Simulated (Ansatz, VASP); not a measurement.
BN in VASP and in Ansatz

```
B N
1.0
     2.52295    0.00000    0.00000
    -1.26148    2.18494    0.00000
     0.00000    0.00000    6.55372
B N
2 2
Direct
  0.33333 0.66667 0.25000
  0.66667 0.33333 0.75000
  0.33333 0.66667 0.75000
  0.66667 0.33333 0.25000
```

Change from the starting cell: volume scaled by 0.98, ions relaxed.

Alike in both runs: task relaxation of the atoms; functional PBE; k mesh 13 × 13 × 5; occupations fermi-dirac, width 0.02 eV; no spin polarisation.

|  | VASP | Ansatz |
| --- | --- | --- |
| version | VASP 6.6.1 | Ansatz 0.2.0 |
| potentials or method | VASP PAW PBE potentials, release 64 (B, N) | plane-wave PAW, scalar-relativistic |
| plane-wave cutoff (eV) | 520 | 420 |
| valence electrons in the cell | 16 | 16 |

VASP gave:

| Property | Result |
| --- | --- |
| gap on the k mesh at the Fermi level, each at its own relaxed structure (eV) | 4.23 |

Q: Which values does Ansatz return?

A: gap on the k mesh at the Fermi level, each at its own relaxed structure (eV): 4.24.

Ansatz's warnings: stress scf threshold loose.

Noted on VASP's run: the relaxation stopped at its first step, so nothing moved.
